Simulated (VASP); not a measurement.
Wanted: the native input for a VASP 6.6.1 run.

| Quantity | Value |
| --- | --- |
| Task | single point |
| Functional | PBE |
| Potentials or basis | VASP PAW PBE potentials, release 64 (Ge_d, Au) |
| Cutoff | 520 eV |
| k mesh | 6 × 6 × 6 |
| Occupations | gaussian, width 0.1 eV |
| Spin | no spin polarisation |
| Dipole correction | no |
| Further INCAR settings | ALGO = Normal; EDIFF = 1e-06; NBANDS = 25 |

The structure of GeAu2 lies in POSCAR:

```
GeAu2
1.0
    0.0000000000      3.1080484929      3.1080484929
    3.1080484929      0.0000000000      3.1080484929
    3.1080484929      3.1080484929      0.0000000000
Ge Au
1 2
Direct
    0.0000000000      0.0000000000      0.0000000000
    0.2500000000      0.2500000000      0.2500000000
    0.7500000000      0.7500000000      0.7500000000
```

One way to write it, as run:

INCAR

```
SYSTEM = GeAu2
PREC     = Accurate       ! precision mode
ENCUT    = 520            ! plane-wave cutoff, eV
EDIFF    = 1E-6           ! SCF threshold, eV
ISMEAR   = 0              ! smearing method
SIGMA    = 0.1            ! smearing width, eV
LREAL    = .FALSE.        ! projectors in reciprocal space
LASPH    = .TRUE.         ! aspherical terms in the spheres
NELM     = 60             ! most SCF steps
ALGO     = Normal         ! electronic algorithm
ISIF     = 2              ! what is computed and relaxed
LWAVE    = .FALSE.        ! write WAVECAR
LCHARG   = .FALSE.        ! write CHGCAR
GGA      = PE             ! functional
NBANDS   = 25             ! bands
```

KPOINTS

```
regular mesh
0
G
  6 6 6
  0 0 0
```

Potentials or basis: VASP PAW PBE potentials, release 64 (Ge_d, Au).

The run is started by

```bash
$ cat potpaw_PBE.64/Ge_d/POTCAR potpaw_PBE.64/Au/POTCAR > POTCAR
$ mpirun -np 1 vasp_std > vasp.out
```

Results of the run:

| Quantity | Value |
| --- | --- |
| Pressure | -0.1 GPa |
| Band gap on the k mesh | zero (band 18 reaches 10.31 eV, above the bottom of band 19 at 5.34 eV) |

Caveat: spin-orbit coupling is left out, which moves the levels of the heavy elements.

Run time: 12 s on 1 thread of Intel(R) Xeon(R) 6975P-C (Granite Rapids), on a shared host, peak memory 0.2 GiB.
